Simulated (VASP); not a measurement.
# Ge (Cmmm) in VASP: notebook, part 2 of 2

VASP 6.6.1.

### Step 3. Single point, r2SCAN

This run uses another cell than the first one, of 20.39 Å³/atom.

File POSCAR:

```
Ge
1.0
    1.4155346479     -2.6347372402      0.0000000000
    1.4155346479      2.6347372402      0.0000000000
    0.0000000000      0.0000000000      2.7337381113
Ge
1
Direct
    0.5000000000      0.5000000000      0.0000000000
```

File INCAR.step1:

```
PREC = Accurate
ENCUT = 520
ISMEAR = 1
SIGMA = 0.15
LREAL = False
LASPH = True
NELM = 60
NBANDS = 13
GGA = PE
ALGO = Normal
EDIFF = 1E-4
LWAVE = True
LCHARG = False
```

File INCAR.step2:

```
PREC = Accurate
ENCUT = 520
EDIFF = 1E-6
ISMEAR = 1
SIGMA = 0.15
LREAL = False
LASPH = True
NELM = 60
ALGO = Normal
ISIF = 2
LWAVE = False
LCHARG = False
METAGGA = R2SCAN
LMIXTAU = True
NBANDS = 13
ISTART = 1
```

File KPOINTS:

```
regular mesh
0
Gamma
  12 12 11
```

Potentials or basis: VASP PAW PBE potentials, release 64 (Ge_d).

Command:

```console
$ cat potpaw_PBE.64/Ge_d/POTCAR > POTCAR
$ cp INCAR.step1 INCAR
$ mpirun -np 1 vasp_std > vasp.out
$ cp INCAR.step2 INCAR
$ mpirun -np 1 vasp_std > vasp.out
```

OUTCAR:

```text
PREC = Accurate
   ENCUT = 520
   EDIFF = 1E-6
   ISMEAR = 1
   LREAL = False
   LASPH = True
   NELM = 60
   ISIF = 2
   METAGGA = R2SCAN
   ISTART = 1

 ion  position               nearest neighbor table
   1  0.500  0.500  0.000-

  LATTYP: Found a base centered orthorhombic cell.
 ALAT       =     2.8310692958
 B/A-ratio  =     1.8613018368
 C/A-ratio  =     0.9656203454

  Lattice vectors:

 A1 = (   1.4155346479,  -2.6347372402,   0.0000000000)
 A2 = (   1.4155346479,   2.6347372402,   0.0000000000)
 A3 = (   0.0000000000,   0.0000000000,   2.7337381113)

Analysis of symmetry for initial positions (statically):
=====================================================================
 Subroutine PRICEL returns:
 Original cell was already a primitive cell.

 Routine SETGRP: Setting up the symmetry group for a
 base centered orthorhombic supercell.

 Subroutine GETGRP returns: Found  8 space group operations
 (whereof  8 operations were pure point group operations)
 out of a pool of  8 trial point group operations.

The static configuration has the point symmetry D_2h.

Analysis of symmetry for dynamics (positions and initial velocities):
=====================================================================
 Subroutine PRICEL returns:
 Original cell was already a primitive cell.

 Routine SETGRP: Setting up the symmetry group for a
 base centered orthorhombic supercell.

 Subroutine GETGRP returns: Found  8 space group operations
 (whereof  8 operations were pure point group operations)
 out of a pool of  8 trial point group operations.

The dynamic configuration has the point symmetry D_2h.

 Subroutine INISYM returns: Found  8 space group operations
 (whereof  8 operations are pure point group operations),
 and found     1 'primitive' translations

----------------------------------------------------------------------------------------

                                     Primitive cell

  volume of cell :      20.3913

  direct lattice vectors                    reciprocal lattice vectors
     1.415534648 -2.634737240  0.000000000     0.353223427 -0.189772245  0.000000000
     1.415534648  2.634737240  0.000000000     0.353223427  0.189772245  0.000000000
     0.000000000  0.000000000  2.733738111     0.000000000  0.000000000  0.365799487

  length of vectors
     2.990916024  2.990916024  2.733738111     0.400974182  0.400974182  0.365799487

  position of ions in fractional coordinates (direct lattice)
     0.500000000  0.500000000  0.000000000

  ion indices of the primitive-cell ions
   primitive index   ion index
                 1           1

----------------------------------------------------------------------------------------

 KPOINTS: regular mesh

Automatic generation of k-mesh.
 Grid dimensions read from file:
 generate k-points for:   12   12   11

 Generating k-lattice:

  Cartesian coordinates                     Fractional coordinates (reciprocal lattice)
     0.029435286 -0.015814354  0.000000000     0.083333333  0.000000000  0.000000000
     0.029435286  0.015814354  0.000000000     0.000000000  0.083333333  0.000000000
     0.000000000  0.000000000  0.033254499     0.000000000  0.000000000  0.090909091

  Length of vectors
     0.033414515  0.033414515  0.033254499

  Shift w.r.t. Gamma in fractional coordinates (k-lattice)
     0.000000000  0.000000000  0.000000000

 Subroutine IBZKPT returns following result:
 ===========================================

 Found    258 irreducible k-points:

 Following reciprocal coordinates:
            Coordinates               Weight
  0.000000  0.000000  0.000000      1.000000
  0.083333  0.000000  0.000000      4.000000
  0.166667 -0.000000  0.000000      4.000000
  0.250000  0.000000  0.000000      4.000000
  0.333333  0.000000  0.000000      4.000000
  0.416667 -0.000000  0.000000      4.000000
[... 16 lines left out ...]
  0.500000  0.166667  0.000000      4.000000
 -0.416667  0.166667  0.000000      4.000000
 [... further k-points ...]
   k-points           NKPTS =    258   k-points in BZ     NKDIM =    258   number of bands    NBANDS=     13
   number of dos      NEDOS =    301   number of ions     NIONS =      1
   total plane-waves  NPLWV =  11520
   dimension x,y,z NGX =    24 NGY =   24 NGZ =   20
   dimension x,y,z NGXF=    48 NGYF=   48 NGZF=   40
   ions per type =               1
   NGX,Y,Z   is equivalent  to a cutoff of  13.34, 13.34, 12.16 a.u.
   NGXF,Y,Z  is equivalent  to a cutoff of  26.68, 26.68, 24.33 a.u.
 SYSTEM =  unknown system
   PREC   = accura    normal or accurate (medium, high low for compatibility)
   ISTART =      1    job   : 0-new  1-cont  2-samecut
   ICHARG =      0    charge: 1-file 2-atom 10-const
   ISPIN  =      1    spin polarized calculation?
   LNONCOLLINEAR =      F non collinear calculations
   LSORBIT =      F    spin-orbit coupling
   LASPH  =      T    aspherical Exc in radial PAW
   ENCUT  =  520.0 eV  38.22 Ry    6.18 a.u.   5.56  5.56  5.08*2*pi/ulx,y,z
   NELM   =     60;   NELMIN=  2; NELMDL=  0     # of ELM steps
   EDIFF  = 0.1E-05   stopping-criterion for ELM
   LREAL  =      F    real-space projection
   EDIFFG = 0.1E-04   stopping-criterion for IOM
   NSW    =      0    number of steps for IOM
   IBRION =     -1    ionic relax: 0-MD 1-quasi-New 2-CG
   NFREE  =      0    steps in history (QN), initial steepest desc. (CG)
   ISIF   =      2    stress and relaxation
   ISYM   =      2    0-nonsym 1-usesym 2-fastsym
   POTIM  = 0.5000    time-step for ionic-motion
   TEBEG  =    0.0;   TEEND  =   0.0 temperature during run
   PSTRESS=    0.0 pullay stress
   NELECT =      14.0000    total number of electrons
   NUPDOWN=      -1.0000    fix difference up-down
   EMIN   =  10.00;   EMAX   =-10.00  energy-range for DOS
   EFERMI =   0.00;   METHOD = LEGACY
   ISMEAR =     1;   SIGMA  =   0.15  broadening in eV -4-tet -1-fermi 0-gaus
   EFERMI_NEDOS =   21; number of points for ismear=-14 and -15
   IALGO  =     38    algorithm
   IMIX   =      4    mixing-type and parameters
     AMIX     =   0.40;   BMIX     =  1.00
     AMIX_MAG =   1.60;   BMIX_MAG =  1.00
  volume/ion in A,a.u.               =      20.39       137.61
  Fermi-wavevector in a.u.,A,eV,Ry     =   1.444229  2.729196 28.378980  2.085796
  Thomas-Fermi vector in A             =   2.562547
   LORBIT       =      0    0 simple, 1 ext, 2 COOP (PROOUT), +10 PAW based schemes
   METAGGA = R2SCAN    functional components
   LHFCALC =     F    Hartree Fock is set to
   AEXX    =    0.0000 exact exchange contribution
   IVDW    =     0    specifies the selected vdW correction
   LEPSILON=     F    determine dielectric tensor
   LRPA    =     F    only Hartree local field effects (RPA)
 non-spin polarized calculation
 Methfessel and Paxton  Order N= 1 SIGMA  =   0.15
  energy-cutoff  :      520.00
  volume of cell :       20.39
 maximum number of plane-waves:       564
 NGX is ok and might be reduce to    24
   NGX = 11   NGY = 11   NGZ = 11

 number of electron      14.0000005 magnetization

 Free energy of the ion-electron system (eV)
  ---------------------------------------------------
  ext. energy  EPLUGINS =         0.00000000
  ---------------------------------------------------
  free energy    TOTEN  =       -13.45010465 eV

  energy without entropy =      -13.45016809  energy(sigma->0) =      -13.45012579

 E-fermi :   5.7360     XC(G=0): -11.8567

 val. band max:        5.7338280656   @ k =   0.4167   0.1667   0.0000
 cond. band min:       5.7484048617   @ k =  -0.2500   0.2500   0.0000
 fundamental gap:      0.0145767961
 Fermi energy:         5.7359744611

 k-point     1 :       0.0000    0.0000    0.0000
  band No.  band energies     occupation
      1     -19.7679      2.00000
      2     -19.7144      2.00000
      3     -19.6660      2.00000
      4     -19.5653      2.00000
      5     -19.5456      2.00000
      6      -7.4817      2.00000
      7      12.4658      0.00000
      8      12.9162      0.00000
      9      14.4392      0.00000
     10      16.1098      0.00000
     11      18.7180      0.00000
     12      21.2169      0.00000
     13      21.2803      0.00000
[... 353 lines left out ...]
 k-point    24 :      -0.4167    0.1667    0.0000
  band No.  band energies     occupation
      1     -19.7265      2.00000
      2     -19.6848      2.00000
      3     -19.6168      2.00000
      4     -19.5891      2.00000
      5     -19.5684      2.00000
      6      -4.4790      2.00000
      7       4.4269      2.00000
      8       6.4776     -0.00000
      9      15.0969      0.00000
     10      18.7746      0.00000
     11      20.2154      0.00000
     12      25.2627      0.00000
     13      25.9065      0.00000

 [... further k-points ...]

------------------------ aborting loop because EDIFF is reached ----------------------------------------

  FORCE on cell =-STRESS in cart. coord.  units (eV):
  Direction    XX          YY          ZZ          XY          YZ          ZX
  --------------------------------------------------------------------------------------
  -------------------------------------------------------------------------------------
  Total       -0.6319656     -0.9749775     -0.5139314      0.0000000      0.0000000      0.0000000
  in kB      -49.6545824    -76.6055870    -40.3804364      0.0000000      0.0000000      0.0000000
  external PRESSURE =     -55.5468686 kB  Pullay stress =       0.0000000 kB

 VOLUME and BASIS-vectors are now :
 -----------------------------------------------------------------------------
  energy-cutoff  :      520.00
  volume of cell :       20.39
      direct lattice vectors                 reciprocal lattice vectors
     1.415534648 -2.634737240  0.000000000     0.353223427 -0.189772245  0.000000000
     1.415534648  2.634737240  0.000000000     0.353223427  0.189772245  0.000000000
     0.000000000  0.000000000  2.733738111     0.000000000  0.000000000  0.365799487

 POSITION                                       TOTAL-FORCE (eV/Angst)
 -----------------------------------------------------------------------------------
      1.41553      0.00000      0.00000         0.000000     -0.000000      0.000000
 -----------------------------------------------------------------------------------
    total drift:                               -0.000000     -0.000000     -0.000000

  FREE ENERGIE OF THE ION-ELECTRON SYSTEM (eV)
  ---------------------------------------------------
  free  energy   TOTEN  =       -13.4501046474 eV

  energy  without entropy=      -13.4501680878  energy(sigma->0) =      -13.45012579
```

OSZICAR.step1:

```text
N       E                     dE             d eps       ncg     rms          rms(c)
DAV:   1     0.648837277563E+02    0.64884E+02   -0.72067E+03  7158   0.292E+03
DAV:   2     0.170639725765E+01   -0.63177E+02   -0.60272E+02  7133   0.416E+02
DAV:   3    -0.417223512183E+01   -0.58786E+01   -0.58546E+01  7653   0.736E+01
DAV:   4    -0.426156930831E+01   -0.89334E-01   -0.89322E-01  7738   0.984E+00
DAV:   5    -0.426253265684E+01   -0.96335E-03   -0.96334E-03  7803   0.115E+00    0.122E+00
DAV:   6    -0.425663269779E+01    0.59000E-02   -0.68892E-03  8393   0.181E+00    0.691E-01
DAV:   7    -0.425480500575E+01    0.18277E-02   -0.52140E-03  8810   0.134E+00    0.724E-02
DAV:   8    -0.425475148146E+01    0.53524E-04   -0.64105E-04  8058   0.560E-01
   1 F= -.42547515E+01 E0= -.42546338E+01  d E =-.353094E-03
```

It took 2.5 min on 1 thread of Intel Xeon 8259CL, shared host; peak memory 0.19 GiB.

Results:

| Quantity | Value |
| --- | --- |
| Free energy | -13.4501 eV |
| Pressure | -5.6 GPa |
| Band gap on the k mesh | zero (bands 7 and 8 overlap by 9.96 eV) |

Stress tensor (GPa, compression positive):
```
-4.97  0.00  0.00
 0.00 -7.66  0.00
 0.00  0.00 -4.04
```

Levels at points of the mesh, in eV from the Fermi level:
| k point | band 3 | band 4 | band 5 | band 6 | band 7 | band 8 | band 9 | band 10 | band 11 | band 12 |
| --- | --- | --- | --- | --- | --- | --- | --- | --- | --- | --- |
| (0.00, 0.00, 0.00) | -25.40 | -25.30 | -25.28 | -13.22 | 6.73 | 7.18 | 8.70 | 10.37 | 12.98 | 15.48 |
| (0.50, 0.00, 0.00) | -25.34 | -25.31 | -25.31 | -8.11 | -5.37 | 3.47 | 7.79 | 10.61 | 16.98 | 17.27 |
| (0.50, 0.50, 0.00) | -25.34 | -25.32 | -25.29 | -8.98 | -5.58 | 5.28 | 9.44 | 9.93 | 16.24 | 16.99 |

Caveat: the cell stands under tension; the PAW data sets were made with another functional, which shifts forces and pressure a little.

### Step 4. Single point, r2SCAN

This run uses another cell than the first one, of 20.78 Å³/atom.

File POSCAR:

```
Ge
1.0
    1.4245510352     -2.6515194585      0.0000000000
    1.4245510352      2.6515194585      0.0000000000
    0.0000000000      0.0000000000      2.7511509255
Ge
1
Direct
    0.5000000000      0.5000000000      0.0000000000
```

File INCAR.step1:

```
PREC     = Accurate       # precision mode
ENCUT    = 520            # plane-wave cutoff, eV
ISMEAR   = 1              # smearing method
SIGMA    = 0.15           # smearing width, eV
LREAL    = False          # projectors in reciprocal space
LASPH    = True           # aspherical terms in the spheres
NELM     = 100            # most SCF steps
NBANDS   = 13             # bands
GGA      = PE             # functional
ALGO     = Normal         # electronic algorithm
EDIFF    = 1E-4           # SCF threshold, eV
LWAVE    = True           # write WAVECAR
LCHARG   = False          # write CHGCAR
```

File INCAR.step2:

```
PREC     = Accurate       # precision mode
ENCUT    = 520            # plane-wave cutoff, eV
EDIFF    = 1E-7           # SCF threshold, eV
ISMEAR   = 1              # smearing method
SIGMA    = 0.15           # smearing width, eV
LREAL    = False          # projectors in reciprocal space
LASPH    = True           # aspherical terms in the spheres
NELM     = 100            # most SCF steps
ALGO     = Normal         # electronic algorithm
ISIF     = 2              # what is computed and relaxed
LWAVE    = False          # write WAVECAR
LCHARG   = False          # write CHGCAR
METAGGA  = R2SCAN         # meta-GGA
LMIXTAU  = True         
NBANDS   = 13             # bands
ISTART   = 1
```

KPOINTS is that of step 3.

Command:

```console
$ cat potpaw_PBE.64/Ge_d/POTCAR > POTCAR
$ cp INCAR.step1 INCAR
$ mpirun -np 1 vasp_std > vasp.out
$ cp INCAR.step2 INCAR
$ mpirun -np 1 vasp_std > vasp.out
```

It took 2.8 min on 1 thread of Intel Xeon 8259CL, shared host; peak memory 0.19 GiB.

It converged, with:

```
Free energy            : -13.4355 eV
Pressure               : -6.5 GPa
Band gap on the k mesh : zero (bands 7 and 8 overlap by 9.78 eV)
```

Stress tensor (GPa, compression positive):
```
-6.12  0.00  0.00
 0.00 -8.33  0.00
 0.00  0.00 -4.96
```

Levels at points of the mesh, in eV from the Fermi level:
```
           k point  band 4  band 5  band 6  band 7  band 8  band 9  band 10  band 11
(0.00, 0.00, 0.00)  -25.30  -25.28  -13.06    6.63    7.05    8.54    10.30    12.86
(0.50, 0.00, 0.00)  -25.31  -25.31   -8.07   -5.26    3.42    7.74    10.40    16.74
(0.50, 0.50, 0.00)  -25.32  -25.29   -8.93   -5.45    5.20    9.37     9.74    16.01
```

Caveat: the cell stands under tension; the PAW data sets were made with another functional, which shifts forces and pressure a little.

### Step 5. Overview

```tsv
cell	gap on the mesh (eV)	pressure (GPa)
a = 2.972, b = 2.972, c = 2.716 Å, angles 90.0, 90.0, 123.5°, 1 atom	none	-4.5
a = 2.991, b = 2.991, c = 2.734 Å, angles 90.0, 90.0, 123.5°, 1 atom	none	-5.6
a = 3.010, b = 3.010, c = 2.751 Å, angles 90.0, 90.0, 123.5°, 1 atom	none	-6.5
```

Alike in all rows: task single point; level r2SCAN; potentials or basis VASP PAW PBE potentials, release 64 (Ge_d); no spin polarisation; k mesh 12 × 12 × 11; cutoff (eV) 520; smearing methfessel-paxton 0.15 eV.

Caveats: the cell stands under tension; the PAW data sets were made with another functional, which shifts forces and pressure a little.

Absolute energies hang on the potentials; compare differences alone.

The gap in the log of VASP goes by the Fermi energy; the results here count the filled bands.